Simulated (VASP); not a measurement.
# Mg3HO3 in VASP: a series of runs

Runs on Mg3HO3. Level: PBEsol. Tasks: single point.

Everything below comes from runs of VASP 6.6.1. Logs are shortened: lines on timing, memory, paths and dates and some standing lists are left out, and cuts for length are marked.

## (1) The cell of the first run

The cell holds a slab with vacuum, 7 atoms: a = 2.980 Å, b = 2.980 Å, c = 21.240 Å, α = 90.00°, β = 90.00°, γ = 90.00°.

## (2) Single point, PBEsol, collinear spin, ferromagnetic start

INCAR

```
SYSTEM = Mg3HO3
PREC     = Accurate       ! precision mode
ENCUT    = 520            ! plane-wave cutoff, eV
EDIFF    = 1E-7           ! SCF threshold, eV
ISMEAR   = 0              ! smearing method
SIGMA    = 0.05           ! smearing width, eV
LREAL    = .FALSE.        ! projectors in reciprocal space
LASPH    = .TRUE.         ! aspherical terms in the spheres
NELM     = 150            ! most SCF steps
ALGO     = Normal         ! electronic algorithm
ISIF     = 2              ! what is computed and relaxed
LWAVE    = .FALSE.        ! write WAVECAR
LCHARG   = .FALSE.        ! write CHGCAR
ISPIN    = 2              ! spin polarisation
MAGMOM   = 0 0 0 0 0 0 1  ! initial moments
LORBIT   = 11             ! projections on sites
LDIPOL   = .TRUE.       
IDIPOL   = 3            
DIPOL    = 0.5 0.5 0.303
GGA      = PS             ! functional
NBANDS   = 26             ! bands
```

KPOINTS

```
regular mesh
0
G
  9 9 1
  0 0 0
```

POSCAR

```
Mg3HO3
1.0
    2.9804137519      0.0000000000      0.0000000000
    0.0000000000      2.9804137519      0.0000000000
    0.0000000000      0.0000000000     21.2399431533
Mg O H
3 3 1
Direct
    0.5000000000      0.5000000000      0.1883244212
    0.0000000000      0.0000000000      0.2877909891
    0.5000000000      0.5000000000      0.3857349348
    0.0000000000      0.0000000000      0.1883244212
    0.5000000000      0.5000000000      0.2873494718
    0.0000000000      0.0000000000      0.3879456312
    0.3333333333      0.0000000000      0.3978326633
```

Potentials or basis: VASP PAW PBE potentials, release 64 (Mg, O, H).

Command:

```bash
cat potpaw_PBE.64/Mg/POTCAR potpaw_PBE.64/O/POTCAR potpaw_PBE.64/H/POTCAR > POTCAR
mpirun -np 1 vasp_std > vasp.out
```

OUTCAR:

```text
SYSTEM = Mg3HO3
   PREC = Accurate
   ENCUT = 520
   EDIFF = 1E-7
   ISMEAR = 0
   LREAL = .FALSE.
   LASPH = .TRUE.
   NELM = 150
   ISIF = 2
   ISPIN = 2
   LORBIT = 11
   GGA = PS

 ion  position               nearest neighbor table
   1  0.500  0.500  0.188-   5 2.10   4 2.11   4 2.11   4 2.11   4 2.11   2 2.98   2 2.98   2 2.98
                             2 2.98
   2  0.000  0.000  0.288-   5 2.11   5 2.11   5 2.11   5 2.11   4 2.11   6 2.13   3 2.96   3 2.96
                             3 2.96   3 2.96   1 2.98   1 2.98   1 2.98   1 2.98
   3  0.500  0.500  0.386-   7 1.59   7 1.59   5 2.09   6 2.11   6 2.11   6 2.11   6 2.11   2 2.96
                             2 2.96   2 2.96   2 2.96
   4  0.000  0.000  0.188-   1 2.11   1 2.11   1 2.11   1 2.11   2 2.11
   5  0.500  0.500  0.287-   3 2.09   1 2.10   2 2.11   2 2.11   2 2.11   2 2.11
   6  0.000  0.000  0.388-   7 1.02   3 2.11   3 2.11   3 2.11   3 2.11   2 2.13
   7  0.333  0.000  0.398-   6 1.02   3 1.59   3 1.59

  LATTYP: Found a simple tetragonal cell.
 ALAT       =     2.9804137519
 C/A-ratio  =     7.1265082372

  Lattice vectors:

 A1 = (   2.9804137519,   0.0000000000,   0.0000000000)
 A2 = (   0.0000000000,   2.9804137519,   0.0000000000)
 A3 = (   0.0000000000,   0.0000000000,  21.2399431533)

Analysis of symmetry for initial positions (statically):
=====================================================================
 Subroutine PRICEL returns:
 Original cell was already a primitive cell.

 Routine SETGRP: Setting up the symmetry group for a
 simple tetragonal supercell.

 Subroutine GETGRP returns: Found  2 space group operations
 (whereof  2 operations were pure point group operations)
 out of a pool of 16 trial point group operations.

The static configuration has the point symmetry C_1h.

Analysis of symmetry for dynamics (positions and initial velocities):
=====================================================================
 Subroutine PRICEL returns:
 Original cell was already a primitive cell.

 Routine SETGRP: Setting up the symmetry group for a
 simple tetragonal supercell.

 Subroutine GETGRP returns: Found  2 space group operations
 (whereof  2 operations were pure point group operations)
 out of a pool of 16 trial point group operations.

The dynamic configuration has the point symmetry C_1h.

Analysis of structural, dynamic, and magnetic symmetry:
=====================================================================
 Subroutine PRICEL returns:
 Original cell was already a primitive cell.

 Routine SETGRP: Setting up the symmetry group for a
 simple tetragonal supercell.

 Subroutine GETGRP returns: Found  2 space group operations
 (whereof  2 operations were pure point group operations)
 out of a pool of 16 trial point group operations.

The overall configuration has the point symmetry C_1h.

 Subroutine INISYM returns: Found  2 space group operations
 (whereof  2 operations are pure point group operations),
 and found     1 'primitive' translations

----------------------------------------------------------------------------------------

                                     Primitive cell

  volume of cell :     188.6716

  direct lattice vectors                    reciprocal lattice vectors
     2.980413752  0.000000000  0.000000000     0.335523885  0.000000000  0.000000000
     0.000000000  2.980413752  0.000000000     0.000000000  0.335523885  0.000000000
     0.000000000  0.000000000 21.239943153     0.000000000  0.000000000  0.047081105

  length of vectors
     2.980413752  2.980413752 21.239943153     0.335523885  0.335523885  0.047081105

  position of ions in fractional coordinates (direct lattice)
     0.500000000  0.500000000  0.188324421
     0.000000000  0.000000000  0.287790989
     0.500000000  0.500000000  0.385734935
     0.000000000  0.000000000  0.188324421
     0.500000000  0.500000000  0.287349472
     0.000000000  0.000000000  0.387945631
     0.333333333  0.000000000  0.397832663

  ion indices of the primitive-cell ions
   primitive index   ion index
                 1           1
                 2           2
                 3           3
                 4           4
                 5           5
                 6           6
                 7           7

----------------------------------------------------------------------------------------

 KPOINTS: regular mesh

Automatic generation of k-mesh.
 Grid dimensions read from file:
 generate k-points for:    9    9    1

 Generating k-lattice:

  Cartesian coordinates                     Fractional coordinates (reciprocal lattice)
     0.037280432  0.000000000  0.000000000     0.111111111  0.000000000  0.000000000
     0.000000000  0.037280432  0.000000000     0.000000000  0.111111111  0.000000000
     0.000000000  0.000000000  0.047081105     0.000000000  0.000000000  1.000000000

  Length of vectors
     0.037280432  0.037280432  0.047081105

  Shift w.r.t. Gamma in fractional coordinates (k-lattice)
     0.000000000  0.000000000  0.000000000

 Subroutine IBZKPT returns following result:
 ===========================================

 Found     25 irreducible k-points:

 Following reciprocal coordinates:
            Coordinates               Weight
  0.000000  0.000000  0.000000      1.000000
  0.111111  0.000000  0.000000      2.000000
  0.000000  0.111111  0.000000      2.000000
  0.222222  0.000000  0.000000      2.000000
  0.000000  0.222222  0.000000      2.000000
  0.333333  0.000000  0.000000      2.000000
[... 16 lines left out ...]
  0.444444  0.333333  0.000000      4.000000
 -0.333333  0.444444  0.000000      4.000000
   k-points           NKPTS =     25   k-points in BZ     NKDIM =     25   number of bands    NBANDS=     26
   number of dos      NEDOS =    301   number of ions     NIONS =      7
   total plane-waves  NPLWV =  92160
   dimension x,y,z NGX =    24 NGY =   24 NGZ =  160
   dimension x,y,z NGXF=    48 NGYF=   48 NGZF=  320
   ions per type =               3   3   1
   NGX,Y,Z   is equivalent  to a cutoff of  13.39, 13.39, 12.52 a.u.
   NGXF,Y,Z  is equivalent  to a cutoff of  26.77, 26.77, 25.05 a.u.
 SYSTEM =  Mg3HO3
   PREC   = accura    normal or accurate (medium, high low for compatibility)
   ISTART =      0    job   : 0-new  1-cont  2-samecut
   ICHARG =      2    charge: 1-file 2-atom 10-const
   ISPIN  =      2    spin polarized calculation?
   LNONCOLLINEAR =      F non collinear calculations
   LSORBIT =      F    spin-orbit coupling
   LASPH  =      T    aspherical Exc in radial PAW
   ENCUT  =  520.0 eV  38.22 Ry    6.18 a.u.   5.54  5.54 39.49*2*pi/ulx,y,z
   NELM   =    150;   NELMIN=  2; NELMDL= -5     # of ELM steps
   EDIFF  = 0.1E-06   stopping-criterion for ELM
   LREAL  =      F    real-space projection
   EDIFFG = 0.1E-05   stopping-criterion for IOM
   NSW    =      0    number of steps for IOM
   IBRION =     -1    ionic relax: 0-MD 1-quasi-New 2-CG
   NFREE  =      0    steps in history (QN), initial steepest desc. (CG)
   ISIF   =      2    stress and relaxation
   ISYM   =      2    0-nonsym 1-usesym 2-fastsym
   POTIM  = 0.5000    time-step for ionic-motion
   TEBEG  =    0.0;   TEEND  =   0.0 temperature during run
   PSTRESS=    0.0 pullay stress
   NELECT =      25.0000    total number of electrons
   NUPDOWN=      -1.0000    fix difference up-down
   EMIN   =  10.00;   EMAX   =-10.00  energy-range for DOS
   EFERMI =   0.00;   METHOD = LEGACY
   ISMEAR =     0;   SIGMA  =   0.05  broadening in eV -4-tet -1-fermi 0-gaus
   EFERMI_NEDOS =   21; number of points for ismear=-14 and -15
   IALGO  =     38    algorithm
   IMIX   =      4    mixing-type and parameters
     AMIX     =   0.40;   BMIX     =  1.00
     AMIX_MAG =   1.60;   BMIX_MAG =  1.00
  volume/ion in A,a.u.               =      26.95       181.89
  Fermi-wavevector in a.u.,A,eV,Ry     =   0.834615  1.577193  9.477569  0.696582
  Thomas-Fermi vector in A             =   1.948036
   LORBIT       =     11    0 simple, 1 ext, 2 COOP (PROOUT), +10 PAW based schemes
   GGA     = PS    functional components
   LHFCALC =     F    Hartree Fock is set to
   AEXX    =    0.0000 exact exchange contribution
   IVDW    =     0    specifies the selected vdW correction
   LEPSILON=     F    determine dielectric tensor
   LRPA    =     F    only Hartree local field effects (RPA)
 spin polarized calculation
 Gauss-broadening in eV      SIGMA  =   0.05
  energy-cutoff  :      520.00
  volume of cell :      188.67
 maximum number of plane-waves:      5143
 NGX is ok and might be reduce to    24
   NGX = 11   NGY = 11   NGZ = 79

 dipolmoment           0.000000      0.000000     -0.005406 electrons x Angstroem

 number of electron      24.9999986 magnetization      -0.0000836

 number of electron      24.9999986 magnetization       0.0000338

 dipolmoment           0.000000      0.000000      0.029151 electrons x Angstroem

 Free energy of the ion-electron system (eV)
  ---------------------------------------------------
  ext. energy  EPLUGINS =         0.00000000
  ---------------------------------------------------
  free energy    TOTEN  =       -35.44657517 eV

  energy without entropy =      -35.44484437  energy(sigma->0) =      -35.44570977

 E-fermi :   0.8813     XC(G=0):  -4.4645

 val. band max:        0.8781861395   @ k =   0.1111   0.0000   0.0000
 cond. band min:       0.9219834383   @ k =   0.3333   0.0000   0.0000
 fundamental gap:      0.0437972988
 Fermi energy:         0.8812676682

 spin component 1

 k-point     1 :       0.0000    0.0000    0.0000
  band No.  band energies     occupation
      1     -23.7035      1.00000
      2     -20.6176      1.00000
      3     -19.1002      1.00000
      4      -9.8371      1.00000
      5      -7.9837      1.00000
      6      -6.6080      1.00000
[... 637 lines left out ...]
     23       8.1855      0.00000
     24       8.4912      0.00000

 [... further k-points ...]

 spin component 2

 k-point     1 :       0.0000    0.0000    0.0000
  band No.  band energies     occupation
      1     -23.7035      1.00000
      2     -20.6176      1.00000
      3     -19.1002      1.00000
      4      -9.8371      1.00000
      5      -7.9837      1.00000
      6      -6.6080      1.00000
[... 637 lines left out ...]
     23       8.1846      0.00000
     24       8.4909      0.00000

 [... further k-points ...]

 [bands above 24 left out]

------------------------ aborting loop because EDIFF is reached ----------------------------------------

 vacuum level on the upper side and lower side of the slab       (xc-potential included)         0.126        -0.527

  FORCE on cell =-STRESS in cart. coord.  units (eV):
  Direction    XX          YY          ZZ          XY          YZ          ZX
  --------------------------------------------------------------------------------------
  -------------------------------------------------------------------------------------
  Total        7.8967736      7.7643808      1.7949987      0.0000000      0.0000000      0.4321634
  in kB       67.0584954     65.9342302     15.2429228      0.0000000      0.0000000      3.6698819
  external PRESSURE =      49.4118828 kB  Pullay stress =       0.0000000 kB

 VOLUME and BASIS-vectors are now :
 -----------------------------------------------------------------------------
  energy-cutoff  :      520.00
  volume of cell :      188.67
      direct lattice vectors                 reciprocal lattice vectors
     2.980413752  0.000000000  0.000000000     0.335523885  0.000000000  0.000000000
     0.000000000  2.980413752  0.000000000     0.000000000  0.335523885  0.000000000
     0.000000000  0.000000000 21.239943153     0.000000000  0.000000000  0.047081105

 POSITION                                       TOTAL-FORCE (eV/Angst)
 -----------------------------------------------------------------------------------
      1.49021      1.49021      4.00000        -0.000668      0.000000     -0.374157
      0.00000      0.00000      6.11266        -0.054593      0.000000     -1.417269
      1.49021      1.49021      8.19299         1.834711      0.000000     -0.212790
      0.00000      0.00000      4.00000        -0.000861      0.000000      0.308125
      1.49021      1.49021      6.10329        -0.024490      0.000000      0.862240
      0.00000      0.00000      8.23994        -3.392278      0.000000     -1.193958
      0.99347      0.00000      8.44994         1.638179      0.000000      2.027809
 -----------------------------------------------------------------------------------
    total drift:                                0.000011     -0.000000      0.000367

  FREE ENERGIE OF THE ION-ELECTRON SYSTEM (eV)
  ---------------------------------------------------
  free  energy   TOTEN  =       -35.4465751686 eV

  energy  without entropy=      -35.4448443713  energy(sigma->0) =      -35.44570977

 vacuum level on the upper side and lower side of the slab         3.487         2.814

 total charge

# of ion       s       p       d       tot
------------------------------------------
    1        0.147   0.157   0.066   0.370
    2        0.156   0.183   0.079   0.418
    3        0.202   0.205   0.079   0.486
    4        1.542   3.486   0.000   5.028
    5        1.543   3.535   0.000   5.078
    6        1.621   3.524   0.000   5.145
    7        0.653   0.135   0.000   0.788
--------------------------------------------------
tot          5.864  11.226   0.223  17.313

 magnetization (x)

# of ion       s       p       d       tot
------------------------------------------
    1        0.000   0.000   0.000   0.000
    2        0.000   0.000   0.000   0.000
    3        0.000   0.000  -0.000   0.000
    4        0.000   0.000   0.000   0.000
    5        0.000   0.000   0.000   0.000
    6        0.000   0.000   0.000   0.000
    7       -0.000   0.000   0.000  -0.000
--------------------------------------------------
tot          0.000   0.000  -0.000   0.000
```

It took 7.9 min on 1 thread of AMD EPYC 9R45 (Zen 5), shared host; peak memory 0.43 GiB.

Results:

```yaml
Free_energy: -35.4466 eV
Largest_force: 3.596 eV/Å
Net_moment: 0.00 μB per cell
Valence_electrons_inside_the_program's_atomic_spheres: Mg 0.37, 0.42, 0.49; O 5.03, 5.08, 5.14; H 0.79
```

Forces on the atoms (eV/Å):
```
Mg  -0.001  0.000 -0.374
Mg  -0.055  0.000 -1.417
Mg   1.835  0.000 -0.213
O   -0.001  0.000  0.308
O   -0.024  0.000  0.862
O   -3.392  0.000 -1.194
H    1.638  0.000  2.028
```

Caveat: the PAW data sets were made with another functional, which shifts forces and pressure a little.

## (3) Single point, PBEsol, collinear spin, ferromagnetic start

INCAR

```
SYSTEM = Mg3HO3
ALGO     = Normal         ! electronic algorithm
DIPOL    = 0.5 0.5 0.307
EDIFF    = 1E-6           ! SCF threshold, eV
ENCUT    = 520            ! plane-wave cutoff, eV
GGA      = PS             ! functional
IDIPOL   = 3            
ISIF     = 2              ! what is computed and relaxed
ISMEAR   = 0              ! smearing method
ISPIN    = 2              ! spin polarisation
LASPH    = .TRUE.         ! aspherical terms in the spheres
LCHARG   = .FALSE.        ! write CHGCAR
LDIPOL   = .TRUE.       
LORBIT   = 11             ! projections on sites
LREAL    = .FALSE.        ! projectors in reciprocal space
LWAVE    = .FALSE.        ! write WAVECAR
MAGMOM   = 0 0 0 0 0 0 1  ! initial moments
NBANDS   = 26             ! bands
NELM     = 150            ! most SCF steps
PREC     = Accurate       ! precision mode
SIGMA    = 0.05           ! smearing width, eV
```

KPOINTS

```
k-points
0
G
  9 9 1
  0 0 0
```

Changes to POSCAR since step 2:

```diff
@@ -14,2 +14,2 @@
     0.0000000000      0.0000000000      0.3879456312
-    0.3333333333      0.0000000000      0.3978326633
+    0.3333333333      0.0000000000      0.4265521375
```

Potentials or basis: VASP PAW PBE potentials, release 64 (Mg, O, H).

Command:

```bash
cat potpaw_PBE.64/Mg/POTCAR potpaw_PBE.64/O/POTCAR potpaw_PBE.64/H/POTCAR > POTCAR
mpirun -np 1 vasp_std > vasp.out
```

Run time: 7.9 min. Hardware: 1 thread of AMD EPYC 9R45 (Zen 5), shared host; peak memory 0.43 GiB.

Results (log left out):

- Free energy: -36.7524 eV
- Largest force: 1.919 eV/Å
- Net moment: 0.41 μB per cell
- Site moments: Mg +0.00, +0.02; O +0.00, +0.10; H +0.07 μB
- Valence electrons inside the program's atomic spheres: Mg 0.37, 0.42, 0.43; O 5.03, 5.08, 5.05; H 0.52

Forces on the atoms (eV/Å):
```
Mg   0.001  0.000  0.084
Mg   0.055  0.000 -0.711
Mg   0.751  0.000 -0.125
O    0.001  0.000 -0.114
O    0.037  0.000  0.387
O   -0.141  0.000 -1.305
H   -0.706  0.000  1.784
```

Levels at points of the mesh, in eV from the Fermi level:
Spin up:
```csv
k point,band 9,band 10,band 11,band 12,band 13,band 14,band 15,band 16,band 17,band 18
"(0.00, 0.00, 0.00)",-5.00,-4.98,-4.15,-4.14,-1.94,-0.19,1.58,2.48,2.98,3.65
```
Spin down:
| k point | band 9 | band 10 | band 11 | band 12 | band 13 | band 14 | band 15 | band 16 |
| --- | --- | --- | --- | --- | --- | --- | --- | --- |
| (0.00, 0.00, 0.00) | -4.96 | -4.94 | -4.15 | -4.14 | -1.46 | -0.14 | 1.61 | 2.59 |

Caveat: the PAW data sets were made with another functional, which shifts forces and pressure a little.
